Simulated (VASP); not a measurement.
MgTl, 2 atoms in the cell. Symmetry: Pm-3m, No. 221, cubic system. Conventional cell: a = 3.619 Å, b = 3.619 Å, c = 3.619 Å, α = 90.00°, β = 90.00°, γ = 90.00°. Within 4.1 Å of Mg (site symmetry m-3m) lie 8 Tl at 3.13 Å and 6 Mg at 3.62 Å. Within 4.1 Å of Tl (site symmetry m-3m) lie 8 Mg at 3.13 Å and 6 Tl at 3.62 Å. 

| Item | Value |
| --- | --- |
| Program | VASP 6.6.1 |
| Task | elastic constants |
| Functional | PBEsol |
| Potentials or basis | VASP PAW PBE potentials, release 64 (Mg, Tl_d) |
| Cutoff | 600 eV |
| k mesh | 14 × 14 × 14 |
| Occupations | fermi-dirac, width 0.1 eV |
| Spin | no spin polarisation |
| Dipole correction | no |
| Ions in elastic constants | relaxed |
| Further INCAR settings | ALGO = Normal; EDIFF = 1e-08; NBANDS = 14; IBRION = 6; POTIM = 0.015; NSW = 1; ISIF = 3 |

Potentials or basis: VASP PAW PBE potentials, release 64 (Mg, Tl_d).

The run is started by

```console
$ cat potpaw_PBE.64/Mg/POTCAR potpaw_PBE.64/Tl_d/POTCAR > POTCAR
$ mpirun -np 1 vasp_std > vasp.out
```

Hardware: 1 thread of Intel(R) Xeon(R) Platinum 8488C (Sapphire Rapids) (shared host).

**Question.** Estimate the wall time of this run.

**Answer.** Run time: 62 min on 1 thread of Intel(R) Xeon(R) Platinum 8488C (Sapphire Rapids) (shared host), peak memory 1.1 GiB. Counts: scf iterations 155, k points 120.
